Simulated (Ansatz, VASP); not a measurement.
# Two plane-wave programs on Pd

```xyz
2
Lattice="2.7944 0.0000 0.0000 -1.3972 2.4200 0.0000 0.0000 0.0000 4.6910" Properties=species:S:1:pos:R:3 pbc="T T T"
Pd    0.0000    1.6134    1.1727
Pd    1.3972    0.8067    3.5182
```

Alike in both runs: functional RPBE; k mesh 13 × 13 × 7; occupations fermi-dirac, width 0.05 eV; collinear spin.

Ansatz relaxed the structure, and its values are those at the end. VASP's run is a single point on that final structure, the one shown.

|  | VASP | Ansatz |
| --- | --- | --- |
| version | VASP 6.6.1 | Ansatz 0.2.0 |
| potentials or method | VASP PAW PBE potentials, release 64 (Pd), cutoff 520 eV | plane waves (420 eV) with PAW, scalar-relativistic |
| valence electrons in the cell | 20 | 36 |

```csv
,VASP,Ansatz,Ansatz less VASP
pressure (GPa),-0.2,0.0,+0.21
net moment per atom (μB),0.00,0.00,0.000
```

VASP's potentials were made for PBE, not for RPBE. VASP's potentials hold 20 valence electrons a cell and Ansatz's 36, so a difference there can come from the potentials and not from the codes. Ansatz's warnings: seeded moment not kept.
